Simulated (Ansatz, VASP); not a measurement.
Two plane-wave programs on H2O

File INCAR:

```
SYSTEM = H2O
PREC     = Accurate       ! precision mode
ENCUT    = 520            ! plane-wave cutoff, eV
EDIFF    = 1E-7           ! SCF threshold, eV
ISMEAR   = 0              ! smearing method
SIGMA    = 0.005          ! smearing width, eV
LREAL    = .FALSE.        ! projectors in reciprocal space
LASPH    = .TRUE.         ! aspherical terms in the spheres
NELM     = 120            ! most SCF steps
ALGO     = Normal         ! electronic algorithm
ISIF     = 2              ! what is computed and relaxed
LWAVE    = .FALSE.        ! write WAVECAR
LCHARG   = .FALSE.        ! write CHGCAR
GGA      = PE             ! functional
IVDW     = 12             ! dispersion correction
IBRION   = 2              ! ionic algorithm
NSW      = 100            ! ionic steps
EDIFFG   = -0.01          ! ionic threshold
ISYM     = 0            
GGA_COMPAT= .FALSE.      
NELMIN   = 4            
NELMDL   = -8
```

File KPOINTS:

```
Automatic mesh
0
G
  1 1 1
  0 0 0
```

The input POSCAR:

```
H2O
1.0
   14.0000000000      0.0000000000      0.0000000000
    0.0000000000     14.5000000000      0.0000000000
    0.0000000000      0.0000000000     15.0000000000
O H
1 2
Direct
    0.5018605159      0.5215357502      0.5003087187
    0.4430756149      0.4819313445      0.4991264741
    0.5569243851      0.4784642498      0.5008735259
```

Input for Ansatz:

```yaml
crystal:
  lattice:
    - [14.0, 0.0, 0.0]
    - [0.0, 14.5, 0.0]
    - [0.0, 0.0, 15.0]
  atoms:
    - { symbol: O, position: [0.5018605159, 0.5215357502, 0.5003087187] }
    - { symbol: H, position: [0.4430756149, 0.4819313445, 0.4991264741] }
    - { symbol: H, position: [0.5569243851, 0.4784642498, 0.5008735259] }
  symmetry: { detect: false }
basis:
  ecutwfc: 420
kpoints:
  mp_grid: { grid: [1, 1, 1] }
hamiltonian:
  xc: pbe
  dispersion: d3bj
scf:
  occupations: { method: gaussian, width: 0.005 }
output:
  forces: true
  eigenvalues: true
relax:
  adjacent_minimum: "off"
  f_tol: 0.01
  max_steps: 120
```

Alike in both runs: task relaxation of the atoms; functional PBE; dispersion D3(BJ); k mesh 1 × 1 × 1; occupations gaussian, width 0.005 eV; no spin polarisation.

```csv
,VASP,Ansatz
version,VASP 6.6.1,Ansatz 0.2.0
potentials or method,"VASP PAW PBE potentials, release 64 (O, H), cutoff 520 eV","scalar-relativistic, plane waves, PAW"
valence electrons in the cell,8,8
```

VASP gave:

* gap on the k mesh at the Fermi level, each at its own relaxed structure (eV): 6.22

Q: Estimate Ansatz's values.

A: gap on the k mesh at the Fermi level, each at its own relaxed structure (eV): 6.24.
